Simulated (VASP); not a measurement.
# Be2C (Fm-3m) in VASP: a series of runs

Be2C is run at these levels: r2SCAN; tasks: single point.

Everything below comes from runs of VASP 6.6.1. Logs are shortened: lines on timing, memory, paths and dates and some standing lists are left out, and cuts for length are marked.

## Step 1: The cell of the first run

It takes space group Fm-3m (No. 225, cubic). Conventional cell: a = 4.321 Å, b = 4.321 Å, c = 4.321 Å, α = 90.00°, β = 90.00°, γ = 90.00°. C (site symmetry m-3m) has 8 Be at 1.87 Å within 2.5 Å. Within 2.5 Å of Be (site symmetry -43m) lie 4 C at 1.87 Å and 6 Be at 2.16 Å.

## Step 2: Single point, r2SCAN

The input, POSCAR:

```
Be2C
1.0
    0.0000000000      2.1604856281      2.1604856281
    2.1604856281      0.0000000000      2.1604856281
    2.1604856281      2.1604856281      0.0000000000
C Be
1 2
Direct
    0.0000000000      0.0000000000      0.0000000000
    0.2500000000      0.2500000000      0.2500000000
    0.7500000000      0.7500000000      0.7500000000
```

The input, INCAR.step1:

```
PREC = Accurate
ENCUT = 660
ISMEAR = 0
SIGMA = 0.01
LREAL = F
LASPH = T
NELM = 120
NBANDS = 11
GGA = PE
ALGO = Normal
EDIFF = 1E-5
LWAVE = T
LCHARG = F
GGA_COMPAT = F
```

The input, INCAR.step2:

```
PREC = Accurate
ENCUT = 660
EDIFF = 1E-6
ISMEAR = 0
SIGMA = 0.01
LREAL = F
LASPH = T
NELM = 120
ALGO = Normal
ISIF = 2
LWAVE = F
LCHARG = F
METAGGA = R2SCAN
LMIXTAU = T
NBANDS = 11
ISTART = 1
GGA_COMPAT = F
```

The input, KPOINTS:

```
Automatic mesh
0
Gamma
  8 8 8
```

Potentials or basis: VASP PAW PBE potentials, release 64 (C, Be).

Launch:

```console
$ cat potpaw_PBE.64/C/POTCAR potpaw_PBE.64/Be/POTCAR > POTCAR
$ cp INCAR.step1 INCAR
$ mpirun -np 1 vasp_std > vasp.out
$ cp INCAR.step2 INCAR
$ mpirun -np 1 vasp_std > vasp.out
```

OUTCAR:

```text
PREC = Accurate
   ENCUT = 660
   EDIFF = 1E-6
   ISMEAR = 0
   LREAL = F
   LASPH = T
   NELM = 120
   ISIF = 2
   METAGGA = R2SCAN
   ISTART = 1

 ion  position               nearest neighbor table
   1  0.000  0.000  0.000-   3 1.87   3 1.87   3 1.87   2 1.87   3 1.87   2 1.87   2 1.87   2 1.87

   2  0.250  0.250  0.250-   1 1.87   1 1.87   1 1.87   1 1.87   3 2.16   3 2.16   3 2.16   3 2.16
                             3 2.16   3 2.16
   3  0.750  0.750  0.750-   1 1.87   1 1.87   1 1.87   1 1.87   2 2.16   2 2.16   2 2.16   2 2.16
                             2 2.16   2 2.16

  LATTYP: Found a face centered cubic cell.
 ALAT       =     4.3209712562

  Lattice vectors:

 A1 = (   0.0000000000,   2.1604856281,   2.1604856281)
 A2 = (   2.1604856281,   0.0000000000,   2.1604856281)
 A3 = (   2.1604856281,   2.1604856281,   0.0000000000)

Analysis of symmetry for initial positions (statically):
=====================================================================
 Subroutine PRICEL returns:
 Original cell was already a primitive cell.

 Routine SETGRP: Setting up the symmetry group for a
 face centered cubic supercell.

 Subroutine GETGRP returns: Found 48 space group operations
 (whereof 48 operations were pure point group operations)
 out of a pool of 48 trial point group operations.

The static configuration has the point symmetry O_h .

Analysis of symmetry for dynamics (positions and initial velocities):
=====================================================================
 Subroutine PRICEL returns:
 Original cell was already a primitive cell.

 Routine SETGRP: Setting up the symmetry group for a
 face centered cubic supercell.

 Subroutine GETGRP returns: Found 48 space group operations
 (whereof 48 operations were pure point group operations)
 out of a pool of 48 trial point group operations.

The dynamic configuration has the point symmetry O_h .

 Subroutine INISYM returns: Found 48 space group operations
 (whereof 48 operations are pure point group operations),
 and found     1 'primitive' translations

----------------------------------------------------------------------------------------

                                     Primitive cell

  volume of cell :      20.1690

  direct lattice vectors                    reciprocal lattice vectors
     0.000000000  2.160485628  2.160485628    -0.231429450  0.231429450  0.231429450
     2.160485628  0.000000000  2.160485628     0.231429450 -0.231429450  0.231429450
     2.160485628  2.160485628  0.000000000     0.231429450  0.231429450 -0.231429450

  length of vectors
     3.055388077  3.055388077  3.055388077     0.400847565  0.400847565  0.400847565

  position of ions in fractional coordinates (direct lattice)
     0.000000000  0.000000000  0.000000000
     0.250000000  0.250000000  0.250000000
     0.750000000  0.750000000  0.750000000

  ion indices of the primitive-cell ions
   primitive index   ion index
                 1           1
                 2           2
                 3           3

----------------------------------------------------------------------------------------

 KPOINTS: Automatic mesh

Automatic generation of k-mesh.
 Grid dimensions read from file:
 generate k-points for:    8    8    8

 Generating k-lattice:

  Cartesian coordinates                     Fractional coordinates (reciprocal lattice)
    -0.028928681  0.028928681  0.028928681     0.125000000  0.000000000  0.000000000
     0.028928681 -0.028928681  0.028928681     0.000000000  0.125000000  0.000000000
     0.028928681  0.028928681 -0.028928681     0.000000000  0.000000000  0.125000000

  Length of vectors
     0.050105946  0.050105946  0.050105946

  Shift w.r.t. Gamma in fractional coordinates (k-lattice)
     0.000000000  0.000000000  0.000000000

 Subroutine IBZKPT returns following result:
 ===========================================

 Found     29 irreducible k-points:

 Following reciprocal coordinates:
            Coordinates               Weight
  0.000000  0.000000  0.000000      1.000000
  0.125000  0.000000  0.000000      8.000000
  0.250000  0.000000  0.000000      8.000000
  0.375000  0.000000  0.000000      8.000000
  0.500000  0.000000  0.000000      4.000000
  0.125000  0.125000  0.000000      6.000000
[... 16 lines left out ...]
  0.500000  0.250000  0.125000     48.000000
 -0.375000  0.250000  0.125000     24.000000
 [... further k-points ...]
   k-points           NKPTS =     29   k-points in BZ     NKDIM =     29   number of bands    NBANDS=     11
   number of dos      NEDOS =    301   number of ions     NIONS =      3
   total plane-waves  NPLWV =  21952
   dimension x,y,z NGX =    28 NGY =   28 NGZ =   28
   dimension x,y,z NGXF=    56 NGYF=   56 NGZF=   56
   ions per type =               1   2
   NGX,Y,Z   is equivalent  to a cutoff of  15.24, 15.24, 15.24 a.u.
   NGXF,Y,Z  is equivalent  to a cutoff of  30.47, 30.47, 30.47 a.u.
 SYSTEM =  unknown system
   PREC   = accura    normal or accurate (medium, high low for compatibility)
   ISTART =      1    job   : 0-new  1-cont  2-samecut
   ICHARG =      0    charge: 1-file 2-atom 10-const
   ISPIN  =      1    spin polarized calculation?
   LNONCOLLINEAR =      F non collinear calculations
   LSORBIT =      F    spin-orbit coupling
   LASPH  =      T    aspherical Exc in radial PAW
   ENCUT  =  660.0 eV  48.51 Ry    6.96 a.u.   6.40  6.40  6.40*2*pi/ulx,y,z
   NELM   =    120;   NELMIN=  2; NELMDL=  0     # of ELM steps
   EDIFF  = 0.1E-05   stopping-criterion for ELM
   LREAL  =      F    real-space projection
   EDIFFG = 0.1E-04   stopping-criterion for IOM
   NSW    =      0    number of steps for IOM
   IBRION =     -1    ionic relax: 0-MD 1-quasi-New 2-CG
   NFREE  =      0    steps in history (QN), initial steepest desc. (CG)
   ISIF   =      2    stress and relaxation
   ISYM   =      2    0-nonsym 1-usesym 2-fastsym
   POTIM  = 0.5000    time-step for ionic-motion
   TEBEG  =    0.0;   TEEND  =   0.0 temperature during run
   PSTRESS=    0.0 pullay stress
   NELECT =       8.0000    total number of electrons
   NUPDOWN=      -1.0000    fix difference up-down
   EMIN   =  10.00;   EMAX   =-10.00  energy-range for DOS
   EFERMI =   0.00;   METHOD = LEGACY
   ISMEAR =     0;   SIGMA  =   0.01  broadening in eV -4-tet -1-fermi 0-gaus
   EFERMI_NEDOS =   21; number of points for ismear=-14 and -15
   IALGO  =     38    algorithm
   IMIX   =      4    mixing-type and parameters
     AMIX     =   0.40;   BMIX     =  1.00
     AMIX_MAG =   1.60;   BMIX_MAG =  1.00
  volume/ion in A,a.u.               =       6.72        45.37
  Fermi-wavevector in a.u.,A,eV,Ry     =   1.202846  2.273050 19.685441  1.446839
  Thomas-Fermi vector in A             =   2.338616
   LORBIT       =      0    0 simple, 1 ext, 2 COOP (PROOUT), +10 PAW based schemes
   METAGGA = R2SCAN    functional components
   LHFCALC =     F    Hartree Fock is set to
   AEXX    =    0.0000 exact exchange contribution
   IVDW    =     0    specifies the selected vdW correction
   LEPSILON=     F    determine dielectric tensor
   LRPA    =     F    only Hartree local field effects (RPA)
 non-spin polarized calculation
 Gauss-broadening in eV      SIGMA  =   0.01
  energy-cutoff  :      660.00
  volume of cell :       20.17
 maximum number of plane-waves:       791
 NGX is ok and might be reduce to    28
   NGX = 13   NGY = 13   NGZ = 13

 number of electron       8.0000000 magnetization

 Free energy of the ion-electron system (eV)
  ---------------------------------------------------
  ext. energy  EPLUGINS =         0.00000000
  ---------------------------------------------------
  free energy    TOTEN  =       -19.47549389 eV

  energy without entropy =      -19.47549389  energy(sigma->0) =      -19.47549389

 E-fermi :   7.8309     XC(G=0): -12.0467

 val. band max:        7.7698888195   @ k =   0.0000   0.0000   0.0000
 cond. band min:       9.2961844255   @ k =   0.5000   0.5000   0.0000
 fundamental gap:      1.5262956060
 Fermi energy:         7.8308916345

 k-point     1 :       0.0000    0.0000    0.0000
  band No.  band energies     occupation
      1      -8.2091      2.00000
      2       7.7699      2.00000
      3       7.7699      2.00000
      4       7.7699      2.00000
      5      12.3981      0.00000
      6      12.3981      0.00000
      7      12.3981      0.00000
      8      15.2338      0.00000
      9      22.1968      0.00000
     10      22.1968      0.00000
     11      22.1968      0.00000

 k-point     2 :       0.1250    0.0000    0.0000
  band No.  band energies     occupation
      1      -7.9464      2.00000
      2       5.8182      2.00000
      3       7.3158      2.00000
      4       7.3158      2.00000
      5      13.0720      0.00000
      6      13.0720      0.00000
      7      13.5395      0.00000
      8      15.8872      0.00000
      9      20.5144      0.00000
     10      20.5144      0.00000
     11      22.7807      0.00000

 k-point     3 :       0.2500    0.0000    0.0000
  band No.  band energies     occupation
      1      -7.1792      2.00000
      2       2.7165      2.00000
      3       6.5624      2.00000
      4       6.5624      2.00000
      5      13.8294      0.00000
      6      13.8294      0.00000
      7      14.5352      0.00000
      8      17.3025      0.00000
      9      19.9330      0.00000
     10      19.9330      0.00000
     11      24.3012      0.00000

 k-point     4 :       0.3750    0.0000    0.0000
  band No.  band energies     occupation
      1      -6.0340      2.00000
      2      -0.0021      2.00000
      3       6.0380      2.00000
      4       6.0380      2.00000
      5      13.5684      0.00000
      6      13.5684      0.00000
      7      15.1494      0.00000
      8      18.2696      0.00000
      9      21.7925      0.00000
     10      21.7925      0.00000
     11      25.7117      0.00000

 k-point     5 :       0.5000    0.0000    0.0000
  band No.  band energies     occupation
      1      -5.2398      2.00000
      2      -1.3396      2.00000
      3       5.8596      2.00000
      4       5.8596      2.00000
      5      13.3144      0.00000
      6      13.3144      0.00000
      7      15.3907      0.00000
      8      18.6012      0.00000
      9      23.5349      0.00000
     10      23.5349      0.00000
     11      26.3510      0.00000
[... 211 lines left out ...]
 k-point    21 :       0.5000    0.5000    0.0000
  band No.  band energies     occupation
      1      -4.4207      2.00000
      2       0.6200      2.00000
      3       2.8380      2.00000
      4       2.8380      2.00000
      5       9.2962      0.00000
      6      13.9805      0.00000
      7      22.2265      0.00000
      8      22.2265      0.00000
      9      24.4332      0.00000
     10      25.3314      0.00000
     11      25.3314      0.00000

 k-point    22 :       0.3750    0.2500    0.1250
  band No.  band energies     occupation
      1      -6.5295      2.00000
      2       2.5626      2.00000
      3       3.9188      2.00000
      4       5.7501      2.00000
      5      13.8241      0.00000
      6      14.2381      0.00000
      7      15.5184      0.00000
      8      17.3838      0.00000
      9      19.9043      0.00000
     10      24.4574      0.00000
     11      25.8451      0.00000

 k-point    23 :       0.5000    0.2500    0.1250
  band No.  band energies     occupation
      1      -5.4624      2.00000
      2       0.5180      2.00000
      3       3.3843      2.00000
      4       4.8057      2.00000
      5      13.5329      0.00000
      6      15.1974      0.00000
      7      16.6332      0.00000
      8      18.4217      0.00000
      9      21.0471      0.00000
     10      23.8782      0.00000
     11      26.5288      0.00000

 k-point    24 :      -0.3750    0.2500    0.1250
  band No.  band energies     occupation
      1      -4.7619      2.00000
      2      -0.6166      2.00000
      3       3.4460      2.00000
      4       4.2484      2.00000
      5      13.4734      0.00000
      6      14.9714      0.00000
      7      18.3963      0.00000
      8      19.3243      0.00000
      9      20.8534      0.00000
     10      22.6767      0.00000
     11      26.6989      0.00000

 [... further k-points ...]
[... 5 lines left out ...]
  --------------------------------------------------------------------------------------
  -------------------------------------------------------------------------------------
  Total        0.0983182      0.0983182      0.0983182     -0.0000000     -0.0000000      0.0000000
  in kB        7.8101678      7.8101678      7.8101678     -0.0000000     -0.0000000      0.0000000
  external PRESSURE =       7.8101678 kB  Pullay stress =       0.0000000 kB

 VOLUME and BASIS-vectors are now :
 -----------------------------------------------------------------------------
  energy-cutoff  :      660.00
  volume of cell :       20.17
      direct lattice vectors                 reciprocal lattice vectors
     0.000000000  2.160485628  2.160485628    -0.231429450  0.231429450  0.231429450
     2.160485628  0.000000000  2.160485628     0.231429450 -0.231429450  0.231429450
     2.160485628  2.160485628  0.000000000     0.231429450  0.231429450 -0.231429450

 POSITION                                       TOTAL-FORCE (eV/Angst)
 -----------------------------------------------------------------------------------
      0.00000      0.00000      0.00000         0.000000      0.000000     -0.000000
      1.08024      1.08024      1.08024         0.000000      0.000000      0.000000
      3.24073      3.24073      3.24073        -0.000000     -0.000000     -0.000000
 -----------------------------------------------------------------------------------
    total drift:                               -0.000000     -0.000000      0.000000

  FREE ENERGIE OF THE ION-ELECTRON SYSTEM (eV)
  ---------------------------------------------------
  free  energy   TOTEN  =       -19.4754938924 eV

  energy  without entropy=      -19.4754938924  energy(sigma->0) =      -19.47549389
```

Wall time 36 s (1 thread of AMD EPYC 9R14 (Zen 4), shared host); peak memory 0.12 GiB.

What came out:

```yaml
Free_energy: -19.4755 eV
Pressure: 0.8 GPa
Band_gap_on_the_k_mesh: 1.53 eV, indirect (least direct gap 4.63 eV)
```

Caveat: the PAW data sets were made with another functional, which shifts forces and pressure a little. A k mesh can miss the band edges.

## Step 3: Single point, r2SCAN

POSCAR is that of step 2.

The input, INCAR.step1:

```
PREC     = Accurate       # precision mode
ENCUT    = 660            # plane-wave cutoff, eV
ISMEAR   = 1              # smearing method
SIGMA    = 0.05           # smearing width, eV
LREAL    = False          # projectors in reciprocal space
LASPH    = True           # aspherical terms in the spheres
NELM     = 120            # most SCF steps
NBANDS   = 11             # bands
GGA      = PE             # functional
ALGO     = Normal         # electronic algorithm
EDIFF    = 1E-5           # SCF threshold, eV
LWAVE    = True           # write WAVECAR
LCHARG   = False          # write CHGCAR
GGA_COMPAT= False
```

The input, INCAR.step2:

```
PREC     = Accurate       # precision mode
ENCUT    = 660            # plane-wave cutoff, eV
EDIFF    = 1E-6           # SCF threshold, eV
ISMEAR   = 1              # smearing method
SIGMA    = 0.05           # smearing width, eV
LREAL    = False          # projectors in reciprocal space
LASPH    = True           # aspherical terms in the spheres
NELM     = 120            # most SCF steps
ALGO     = Normal         # electronic algorithm
ISIF     = 2              # what is computed and relaxed
LWAVE    = False          # write WAVECAR
LCHARG   = True           # write CHGCAR
METAGGA  = R2SCAN         # meta-GGA
LMIXTAU  = True         
LELF     = True           # ELF
LVHAR    = True         
NBANDS   = 11             # bands
ISTART   = 1            
GGA_COMPAT= False
```

KPOINTS is that of step 2.

Potentials or basis: VASP PAW PBE potentials, release 64 (C, Be).

Launch:

```console
$ cat potpaw_PBE.64/C/POTCAR potpaw_PBE.64/Be/POTCAR > POTCAR
$ cp INCAR.step1 INCAR
$ mpirun -np 1 vasp_std > vasp.out
$ cp INCAR.step2 INCAR
$ mpirun -np 1 vasp_std > vasp.out
```

Run time: 36 s. Hardware: 1 thread of AMD EPYC 9R14 (Zen 4), shared host; peak memory 0.12 GiB.

It converged, with:

| Property | Result |
| --- | --- |
| Free energy | -19.4755 eV |
| Pressure | 0.8 GPa |
| Band gap on the k mesh | 1.53 eV, indirect (least direct gap 4.63 eV) |

Levels at points of the mesh, in eV from the valence-band top:
```csv
k point,band 2,band 3,band 4,band 5,band 6,band 7
"(0.00, 0.00, 0.00)",0.00,0.00,0.00,4.63,4.63,4.63
"(0.50, 0.00, 0.00)",-9.11,-1.91,-1.91,5.54,5.54,7.62
"(0.50, 0.50, 0.00)",-7.15,-4.93,-4.93,1.53,6.21,14.46
```

Caveat: the PAW data sets were made with another functional, which shifts forces and pressure a little.

## Step 4: Single point, r2SCAN

POSCAR is that of step 3.

The input, INCAR.step1:

```
PREC = Accurate ; ENCUT = 660
ISMEAR = -5 ; SIGMA = 0.1
LREAL = False ; LASPH = True
NELM = 120 ; NBANDS = 11
GGA = PE ; ALGO = Normal
EDIFF = 1E-5 ; LWAVE = True
LCHARG = False ; GGA_COMPAT = False
```

The input, INCAR.step2:

```
PREC = Accurate ; ENCUT = 660
EDIFF = 1E-6 ; ISMEAR = -5
SIGMA = 0.1 ; LREAL = False
LASPH = True ; NELM = 120
ALGO = Normal ; ISIF = 2
LWAVE = False ; LCHARG = False
METAGGA = R2SCAN ; LMIXTAU = True
NBANDS = 11 ; ISTART = 1
GGA_COMPAT = False
```

KPOINTS is that of step 3.

Launch:

```console
$ cat potpaw_PBE.64/C/POTCAR potpaw_PBE.64/Be/POTCAR > POTCAR
$ cp INCAR.step1 INCAR
$ mpirun -np 1 vasp_std > vasp.out
$ cp INCAR.step2 INCAR
$ mpirun -np 1 vasp_std > vasp.out
```

Wall time 38 s (1 thread of AMD EPYC 9R14 (Zen 4), shared host); peak memory 0.13 GiB.

The run converged. Its results:

* Free energy: -19.4755 eV
* Pressure: 0.8 GPa
* Band gap on the k mesh: 1.53 eV, indirect (least direct gap 4.63 eV)

Levels at points of the mesh, in eV from the valence-band top:
| k point | band 2 | band 3 | band 4 | band 5 | band 6 | band 7 |
| --- | --- | --- | --- | --- | --- | --- |
| (0.00, 0.00, 0.00) | 0.00 | 0.00 | 0.00 | 4.63 | 4.63 | 4.63 |
| (0.50, 0.00, 0.00) | -9.11 | -1.91 | -1.91 | 5.54 | 5.54 | 7.62 |
| (0.50, 0.50, 0.00) | -7.15 | -4.93 | -4.93 | 1.53 | 6.21 | 14.46 |

Caveat: the PAW data sets were made with another functional, which shifts forces and pressure a little. A k mesh can miss the band edges.

## Step 5: Summary

```tsv
smearing	gap on the mesh (eV)	pressure (GPa)
gaussian 0.01 eV	1.53	0.8
methfessel-paxton 0.05 eV	1.53	0.8
tetrahedron	1.53	0.8
```

Alike in all rows: task single point; level r2SCAN; potentials or basis VASP PAW PBE potentials, release 64 (C, Be); no spin polarisation; cell as given; k mesh 8 × 8 × 8; cutoff (eV) 660.

On the cell as given the gap runs from 1.53 eV (r2SCAN) to 1.53 eV (r2SCAN).

Caveats: the PAW data sets were made with another functional, which shifts forces and pressure a little.

Absolute energies hang on the potentials; compare differences alone.
